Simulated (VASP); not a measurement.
# MnO (Fm-3m) in VASP: notebook

MnO is run at these levels: PBE, BLYP; tasks: single point.

Everything below comes from runs of VASP 6.6.1. Logs are shortened: lines on timing, memory, paths and dates and some standing lists are left out, and cuts for length are marked.

**1. The cell of the first run**

The structure is cubic, space group Fm-3m (No. 225). The conventional cell has a = 4.448 Å, b = 4.448 Å, c = 4.448 Å, α = 90.00°, β = 90.00°, γ = 90.00°. Within 2.9 Å of Mn (site symmetry m-3m) lie 6 O at 2.22 Å. Within 2.9 Å of O (site symmetry m-3m) lie 6 Mn at 2.22 Å.

**2. Single point, PBE, collinear spin, ferromagnetic start**

File INCAR:

```
SYSTEM = MnO
  PREC = Accurate
  ENCUT = 520
  EDIFF = 1E-6
  ISMEAR = 0
  SIGMA = 0.1
  LREAL = .False.
  LASPH = .True.
  NELM = 150
  ALGO = Normal
  ISIF = 2
  LWAVE = .False.
  LCHARG = .False.
  ISPIN = 2
  MAGMOM = 4 0
  LORBIT = 11
  LMAXMIX = 4
  GGA = PE
  NBANDS = 20
```

File KPOINTS:

```
regular mesh
0
Gamma
  6 6 6
  0 0 0
```

File POSCAR:

```
MnO
1.0
    0.0000000000      2.2239077028      2.2239077028
    2.2239077028      0.0000000000      2.2239077028
    2.2239077028      2.2239077028      0.0000000000
Mn O
1 1
Direct
    0.0000000000      0.0000000000      0.0000000000
    0.5000000000      0.5000000000      0.5000000000
```

Potentials or basis: VASP PAW PBE potentials, release 64 (Mn_pv, O).

Command:

```console
> cat potpaw_PBE.64/Mn_pv/POTCAR potpaw_PBE.64/O/POTCAR > POTCAR
> mpirun -np 1 vasp_std > vasp.out
```

OUTCAR:

```text
SYSTEM = MnO
   PREC = Accurate
   ENCUT = 520
   EDIFF = 1E-6
   ISMEAR = 0
   LREAL = .False.
   LASPH = .True.
   NELM = 150
   ISIF = 2
   ISPIN = 2
   LORBIT = 11
   GGA = PE

 ion  position               nearest neighbor table
   1  0.000  0.000  0.000-   2 2.22   2 2.22   2 2.22   2 2.22   2 2.22   2 2.22
   2  0.500  0.500  0.500-   1 2.22   1 2.22   1 2.22   1 2.22   1 2.22   1 2.22

  LATTYP: Found a face centered cubic cell.
 ALAT       =     4.4478154056

  Lattice vectors:

 A1 = (   0.0000000000,   2.2239077028,   2.2239077028)
 A2 = (   2.2239077028,   0.0000000000,   2.2239077028)
 A3 = (   2.2239077028,   2.2239077028,   0.0000000000)

Analysis of symmetry for initial positions (statically):
=====================================================================
 Subroutine PRICEL returns:
 Original cell was already a primitive cell.

 Routine SETGRP: Setting up the symmetry group for a
 face centered cubic supercell.

 Subroutine GETGRP returns: Found 48 space group operations
 (whereof 48 operations were pure point group operations)
 out of a pool of 48 trial point group operations.

The static configuration has the point symmetry O_h .

Analysis of symmetry for dynamics (positions and initial velocities):
=====================================================================
 Subroutine PRICEL returns:
 Original cell was already a primitive cell.

 Routine SETGRP: Setting up the symmetry group for a
 face centered cubic supercell.

 Subroutine GETGRP returns: Found 48 space group operations
 (whereof 48 operations were pure point group operations)
 out of a pool of 48 trial point group operations.

The dynamic configuration has the point symmetry O_h .

Analysis of structural, dynamic, and magnetic symmetry:
=====================================================================
 Subroutine PRICEL returns:
 Original cell was already a primitive cell.

 Routine SETGRP: Setting up the symmetry group for a
 face centered cubic supercell.

 Subroutine GETGRP returns: Found 48 space group operations
 (whereof 48 operations were pure point group operations)
 out of a pool of 48 trial point group operations.

The overall configuration has the point symmetry O_h .

 Subroutine INISYM returns: Found 48 space group operations
 (whereof 48 operations are pure point group operations),
 and found     1 'primitive' translations

----------------------------------------------------------------------------------------

                                     Primitive cell

  volume of cell :      21.9979

  direct lattice vectors                    reciprocal lattice vectors
     0.000000000  2.223907703  2.223907703    -0.224829474  0.224829474  0.224829474
     2.223907703  0.000000000  2.223907703     0.224829474 -0.224829474  0.224829474
     2.223907703  2.223907703  0.000000000     0.224829474  0.224829474 -0.224829474

  length of vectors
     3.145080435  3.145080435  3.145080435     0.389416073  0.389416073  0.389416073

  position of ions in fractional coordinates (direct lattice)
     0.000000000  0.000000000  0.000000000
     0.500000000  0.500000000  0.500000000

  ion indices of the primitive-cell ions
   primitive index   ion index
                 1           1
                 2           2

----------------------------------------------------------------------------------------

 KPOINTS: regular mesh

Automatic generation of k-mesh.
 Grid dimensions read from file:
 generate k-points for:    6    6    6

 Generating k-lattice:

  Cartesian coordinates                     Fractional coordinates (reciprocal lattice)
    -0.037471579  0.037471579  0.037471579     0.166666667  0.000000000  0.000000000
     0.037471579 -0.037471579  0.037471579     0.000000000  0.166666667  0.000000000
     0.037471579  0.037471579 -0.037471579     0.000000000  0.000000000  0.166666667

  Length of vectors
     0.064902679  0.064902679  0.064902679

  Shift w.r.t. Gamma in fractional coordinates (k-lattice)
     0.000000000  0.000000000  0.000000000

 Subroutine IBZKPT returns following result:
 ===========================================

 Found     16 irreducible k-points:

 Following reciprocal coordinates:
            Coordinates               Weight
  0.000000  0.000000  0.000000      1.000000
  0.166667  0.000000  0.000000      8.000000
  0.333333  0.000000  0.000000      8.000000
  0.500000  0.000000  0.000000      4.000000
  0.166667  0.166667  0.000000      6.000000
  0.333333  0.166667  0.000000     24.000000
[... 8 lines left out ...]
 -0.333333  0.333333  0.166667     24.000000
 -0.333333  0.500000  0.166667     12.000000
   k-points           NKPTS =     16   k-points in BZ     NKDIM =     16   number of bands    NBANDS=     20
   number of dos      NEDOS =    301   number of ions     NIONS =      2
   total plane-waves  NPLWV =  13824
   dimension x,y,z NGX =    24 NGY =   24 NGZ =   24
   dimension x,y,z NGXF=    48 NGYF=   48 NGZF=   48
   ions per type =               1   1
   NGX,Y,Z   is equivalent  to a cutoff of  12.69, 12.69, 12.69 a.u.
   NGXF,Y,Z  is equivalent  to a cutoff of  25.37, 25.37, 25.37 a.u.
 SYSTEM =  MnO
   PREC   = accura    normal or accurate (medium, high low for compatibility)
   ISTART =      0    job   : 0-new  1-cont  2-samecut
   ICHARG =      2    charge: 1-file 2-atom 10-const
   ISPIN  =      2    spin polarized calculation?
   LNONCOLLINEAR =      F non collinear calculations
   LSORBIT =      F    spin-orbit coupling
   LASPH  =      T    aspherical Exc in radial PAW
   ENCUT  =  520.0 eV  38.22 Ry    6.18 a.u.   5.85  5.85  5.85*2*pi/ulx,y,z
   NELM   =    150;   NELMIN=  2; NELMDL= -5     # of ELM steps
   EDIFF  = 0.1E-05   stopping-criterion for ELM
   LREAL  =      F    real-space projection
   EDIFFG = 0.1E-04   stopping-criterion for IOM
   NSW    =      0    number of steps for IOM
   IBRION =     -1    ionic relax: 0-MD 1-quasi-New 2-CG
   NFREE  =      0    steps in history (QN), initial steepest desc. (CG)
   ISIF   =      2    stress and relaxation
   ISYM   =      2    0-nonsym 1-usesym 2-fastsym
   POTIM  = 0.5000    time-step for ionic-motion
   TEBEG  =    0.0;   TEEND  =   0.0 temperature during run
   PSTRESS=    0.0 pullay stress
   NELECT =      19.0000    total number of electrons
   NUPDOWN=      -1.0000    fix difference up-down
   EMIN   =  10.00;   EMAX   =-10.00  energy-range for DOS
   EFERMI =   0.00;   METHOD = LEGACY
   ISMEAR =     0;   SIGMA  =   0.10  broadening in eV -4-tet -1-fermi 0-gaus
   EFERMI_NEDOS =   21; number of points for ismear=-14 and -15
   IALGO  =     38    algorithm
   IMIX   =      4    mixing-type and parameters
     AMIX     =   0.40;   BMIX     =  1.00
     AMIX_MAG =   1.60;   BMIX_MAG =  1.00
  volume/ion in A,a.u.               =      11.00        74.22
  Fermi-wavevector in a.u.,A,eV,Ry     =   1.559071  2.946217 33.071721  2.430703
  Thomas-Fermi vector in A             =   2.662483
   LORBIT       =     11    0 simple, 1 ext, 2 COOP (PROOUT), +10 PAW based schemes
   GGA     = PE    functional components
   LHFCALC =     F    Hartree Fock is set to
   AEXX    =    0.0000 exact exchange contribution
   IVDW    =     0    specifies the selected vdW correction
   LEPSILON=     F    determine dielectric tensor
   LRPA    =     F    only Hartree local field effects (RPA)
 spin polarized calculation
 Gauss-broadening in eV      SIGMA  =   0.10
  energy-cutoff  :      520.00
  volume of cell :       22.00
 maximum number of plane-waves:       609
   NGX = 11   NGY = 11   NGZ = 11

 number of electron      18.9999991 magnetization       4.7154869

 Free energy of the ion-electron system (eV)
  ---------------------------------------------------
  ext. energy  EPLUGINS =         0.00000000
  ---------------------------------------------------
  free energy    TOTEN  =       -16.41634772 eV

  energy without entropy =      -16.41477404  energy(sigma->0) =      -16.41556088

 E-fermi :   7.5054     XC(G=0): -11.8623

 val. band max:        7.4127268486   @ k =   0.5000   0.3333   0.0000
 cond. band min:       7.6669099948   @ k =  -0.3333   0.1667   0.0000
 fundamental gap:      0.2541831462
 Fermi energy:         7.5053724566

 spin component 1

 k-point     1 :       0.0000    0.0000    0.0000
  band No.  band energies     occupation
      1     -42.8524      1.00000
      2     -42.8524      1.00000
      3     -42.8524      1.00000
      4     -12.7507      1.00000
      5       3.7646      1.00000
      6       3.7646      1.00000
[... 12 lines left out ...]
     19      27.2148      0.00000
     20      27.2148      0.00000
[... 323 lines left out ...]
 k-point    16 :      -0.3333    0.5000    0.1667
  band No.  band energies     occupation
      1     -42.9008      1.00000
      2     -42.8840      1.00000
      3     -42.8761      1.00000
      4     -11.7427      1.00000
      5       0.7841      1.00000
      6       1.5847      1.00000
[... 12 lines left out ...]
     19      32.9482      0.00000
     20      35.0464      0.00000
 Fermi energy:         7.5053724566

 spin component 2

 k-point     1 :       0.0000    0.0000    0.0000
  band No.  band energies     occupation
      1     -38.2275      1.00000
      2     -38.2275      1.00000
      3     -38.2275      1.00000
      4     -12.3323      1.00000
      5       4.1275      1.00000
      6       4.1275      1.00000
[... 12 lines left out ...]
     19      29.5345      0.00000
     20      29.5345      0.00000
[... 323 lines left out ...]
 k-point    16 :      -0.3333    0.5000    0.1667
  band No.  band energies     occupation
      1     -38.2880      1.00000
      2     -38.2668      1.00000
      3     -38.2572      1.00000
      4     -11.3468      1.00000
      5       1.4040      1.00000
      6       2.3344      1.00000
[... 12 lines left out ...]
     19      34.1803      0.00000
     20      35.6503      0.00000

------------------------ aborting loop because EDIFF is reached ----------------------------------------

  FORCE on cell =-STRESS in cart. coord.  units (eV):
  Direction    XX          YY          ZZ          XY          YZ          ZX
  --------------------------------------------------------------------------------------
  -------------------------------------------------------------------------------------
  Total       -0.1910449     -0.1910449     -0.1910449      0.0000000      0.0000000     -0.0000000
  in kB      -13.9144410    -13.9144410    -13.9144410      0.0000000      0.0000000     -0.0000000
  external PRESSURE =     -13.9144410 kB  Pullay stress =       0.0000000 kB

 VOLUME and BASIS-vectors are now :
 -----------------------------------------------------------------------------
  energy-cutoff  :      520.00
  volume of cell :       22.00
      direct lattice vectors                 reciprocal lattice vectors
     0.000000000  2.223907703  2.223907703    -0.224829474  0.224829474  0.224829474
     2.223907703  0.000000000  2.223907703     0.224829474 -0.224829474  0.224829474
     2.223907703  2.223907703  0.000000000     0.224829474  0.224829474 -0.224829474

 POSITION                                       TOTAL-FORCE (eV/Angst)
 -----------------------------------------------------------------------------------
      0.00000      0.00000      0.00000        -0.000000      0.000000      0.000000
      2.22391      2.22391      2.22391         0.000000     -0.000000     -0.000000
 -----------------------------------------------------------------------------------
    total drift:                                0.000000     -0.000000     -0.000000

  FREE ENERGIE OF THE ION-ELECTRON SYSTEM (eV)
  ---------------------------------------------------
  free  energy   TOTEN  =       -16.4163477207 eV

  energy  without entropy=      -16.4147740375  energy(sigma->0) =      -16.41556088

 total charge

# of ion       s       p       d       tot
------------------------------------------
    1        0.203   6.175   4.976  11.353
    2        1.562   3.410   0.000   4.972
--------------------------------------------------
tot          1.764   9.585   4.976  16.325

 magnetization (x)

# of ion       s       p       d       tot
------------------------------------------
    1        0.035   0.026   4.235   4.295
    2        0.030   0.159   0.000   0.189
--------------------------------------------------
tot          0.065   0.184   4.235   4.484
```

Run time: 13 s. Hardware: 1 thread of Intel Xeon Platinum 8259CL at 2.50GHz (Skylake/Cascade Lake), shared host; peak memory 0.15 GiB.

What came out:

- Free energy: -16.4163 eV
- Pressure: -1.4 GPa
- Net moment: 4.72 μB per cell
- Site moments: Mn +4.29; O +0.19 μB
- Valence electrons inside the program's atomic spheres: Mn 11.35; O 4.97

Levels at points of the mesh, in eV from the Fermi level:
Spin up:
| k point | band 8 | band 9 | band 10 | band 11 | band 12 | band 13 | band 14 | band 15 | band 16 | band 17 |
| --- | --- | --- | --- | --- | --- | --- | --- | --- | --- | --- |
| (0.00, 0.00, 0.00) | -3.20 | -3.20 | -3.20 | -2.67 | -2.67 | -0.51 | 14.00 | 16.34 | 16.34 | 16.34 |
| (0.50, 0.00, 0.00) | -2.31 | -2.31 | -1.87 | 0.21 | 0.21 | 3.50 | 7.73 | 11.89 | 11.89 | 18.48 |
| (0.50, 0.50, 0.00) | -4.19 | -2.25 | -2.03 | -2.03 | -1.91 | 5.03 | 7.82 | 10.43 | 13.66 | 13.66 |
Spin down:
```csv
k point,band 3,band 4,band 5,band 6,band 7,band 8,band 9,band 10,band 11,band 12
"(0.00, 0.00, 0.00)",-45.73,-19.84,-3.38,-3.38,-3.38,0.73,0.73,0.73,0.78,1.35
"(0.50, 0.00, 0.00)",-45.74,-18.89,-7.37,-4.85,-4.85,1.90,1.95,1.95,3.61,3.61
"(0.50, 0.50, 0.00)",-45.76,-18.92,-6.42,-4.35,-4.35,-0.84,1.94,2.13,2.38,2.38
```

Caveat: the k points lie up to 0.41 Å⁻¹ apart; a cell with one magnetic atom can't hold antiferromagnetic order, which such compounds often take; semilocal functionals often make such compounds metallic where correlation or magnetic order opens a gap, which also shifts bond lengths. With open d or f shells a metallic result of PBE can be an artefact of self-interaction; +U or a hybrid may open a gap.

**3. Single point, PBE, collinear spin, ferromagnetic start**

File INCAR:

```
PREC = Accurate
ENCUT = 520
EDIFF = 1E-7
ISMEAR = 0
SIGMA = 0.1
LREAL = False
LASPH = True
NELM = 150
ALGO = Normal
ISIF = 2
LWAVE = False
LCHARG = False
ISPIN = 2
MAGMOM = 4.42 0.24
LORBIT = 11
LMAXMIX = 4
GGA = PE
NBANDS = 20
```

File KPOINTS:

```
Automatic mesh
0
Gamma
  6 6 6
```

POSCAR is that of step 2.

Potentials or basis: VASP PAW PBE potentials, release 64 (Mn_pv, O).

Command:

```console
> cat potpaw_PBE.64/Mn_pv/POTCAR potpaw_PBE.64/O/POTCAR > POTCAR
> mpirun -np 1 vasp_std > vasp.out
```

It took 14 s on 1 thread of Intel Xeon Platinum 8259CL at 2.50GHz (Skylake/Cascade Lake), shared host; peak memory 0.15 GiB.

The run converged. Its results:

| Property | Result |
| --- | --- |
| Free energy | -16.4163 eV |
| Pressure | -1.4 GPa |
| Net moment | 4.72 μB per cell |
| Site moments | Mn +4.29; O +0.19 μB |
| Valence electrons inside the program's atomic spheres | Mn 11.35; O 4.97 |

Levels at points of the mesh, in eV from the Fermi level:
Spin up:
```
           k point  band 9  band 10  band 11  band 12  band 13  band 14  band 15  band 16
(0.00, 0.00, 0.00)   -3.20    -3.20    -2.67    -2.67    -0.51    14.00    16.34    16.34
(0.50, 0.00, 0.00)   -2.31    -1.87     0.21     0.21     3.50     7.73    11.89    11.89
(0.50, 0.50, 0.00)   -2.25    -2.03    -2.03    -1.91     5.03     7.82    10.43    13.66
```
Spin down:
```
           k point  band 5  band 6  band 7  band 8  band 9  band 10
(0.00, 0.00, 0.00)   -3.38   -3.38   -3.38    0.73    0.73     0.73
(0.50, 0.00, 0.00)   -7.37   -4.85   -4.85    1.90    1.95     1.95
(0.50, 0.50, 0.00)   -6.42   -4.35   -4.35   -0.84    1.94     2.13
```

Caveat: the k points lie up to 0.41 Å⁻¹ apart; a cell with one magnetic atom can't hold antiferromagnetic order, which such compounds often take; semilocal functionals often make such compounds metallic where correlation or magnetic order opens a gap, which also shifts bond lengths. With open d or f shells a metallic result of PBE can be an artefact of self-interaction; +U or a hybrid may open a gap.

**4. Single point, PBE**

File INCAR:

```
ALGO = Normal
EDIFF = 1E-6
ENCUT = 600
GGA = PE
GGA_COMPAT = F
ISIF = 2
ISMEAR = 0
LASPH = T
LCHARG = F
LREAL = F
LWAVE = F
NBANDS = 16
NELECT = 18.75
NELM = 120
PREC = Accurate
SIGMA = 0.1
```

File KPOINTS:

```
k-points
0
Gamma
  4 4 4
```

POSCAR is that of step 3.

Command:

```console
> cat potpaw_PBE.64/Mn_pv/POTCAR potpaw_PBE.64/O/POTCAR > POTCAR
> mpirun -np 1 vasp_std > vasp.out
```

Run time: 7 s. Hardware: 1 thread of Intel Xeon Platinum 8488C (Sapphire Rapids), shared host; peak memory 0.15 GiB.

Results (log left out):

| Item | Value |
| --- | --- |
| Free energy | -15.9853 eV |

Levels at points of the mesh, in eV from the Fermi level:
```
           k point  band 6  band 7  band 8  band 9  band 10  band 11  band 12  band 13
(0.00, 0.00, 0.00)   -3.30   -3.30   -1.06   -1.06    -1.06    -0.55    -0.55     0.91
(0.50, 0.00, 0.00)   -5.06   -5.06   -0.14   -0.14     0.07     1.77     1.77     4.97
(0.50, 0.50, 0.00)   -4.22   -4.22   -2.13   -0.11     0.16     0.17     0.17     6.74
```

Caveat: the k points lie up to 0.61 Å⁻¹ apart; the cell carries a net charge on a neutralising background, which shifts energy and pressure; the cell is charged against a uniform background, so pressure and absolute levels hang on convention; an odd number of electrons without spin polarisation forces a metal; a magnetic or distorted state may lie lower; the run has no spin polarisation, though such a crystal can be magnetic; semilocal functionals often make such compounds metallic where correlation or magnetic order opens a gap, which also shifts bond lengths.

(Continued in part 2 of 2.)
